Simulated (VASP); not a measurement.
A run of VASP 6.6.1 is set up as follows.

The input INCAR:

```
SYSTEM = Pt
PREC     = Accurate       ! precision mode
ENCUT    = 570            ! plane-wave cutoff, eV
EDIFF    = 1E-6           ! SCF threshold, eV
ISMEAR   = 1              ! smearing method
SIGMA    = 0.1            ! smearing width, eV
LREAL    = .FALSE.        ! projectors in reciprocal space
LASPH    = .TRUE.         ! aspherical terms in the spheres
NELM     = 120            ! most SCF steps
ALGO     = Normal         ! electronic algorithm
ISIF     = 2              ! what is computed and relaxed
LWAVE    = .FALSE.        ! write WAVECAR
LCHARG   = .FALSE.        ! write CHGCAR
NBANDS   = 25             ! bands
GGA_COMPAT= .FALSE.
```

The input KPOINTS:

```
regular mesh
0
G
  14 14 7
  0 0 0
```

Contents of POSCAR:

```
Pt
1.0
    2.7092362764      0.0000000000      0.0000000000
   -1.3546181382      2.3462674403      0.0000000000
    0.0000000000      0.0000000000      4.6702715606
Pt
2
Direct
    0.6666666667      0.3333333333      0.7500000000
    0.3333333333      0.6666666667      0.2500000000
```

Potentials or basis: VASP PAW LDA potentials, release 64 (Pt_sv_GW).

The run is started by

```console
$ cat potpaw_LDA.64/Pt_sv_GW/POTCAR > POTCAR
$ mpirun -np 1 vasp_std > vasp.out
```

**Question.** What does it give for the pressure?

**Answer.** -0.4 GPa.

**Question.** Predict the band gap on the k mesh.

**Answer.** Zero (bands 18 and 19 overlap by 1.35 eV).

Stress tensor (GPa, compression positive):
```
-0.29  0.00  0.00
 0.00 -0.29  0.00
 0.00  0.00 -0.69
```

Caveat: spin-orbit coupling is left out, which moves the levels of the heavy elements.
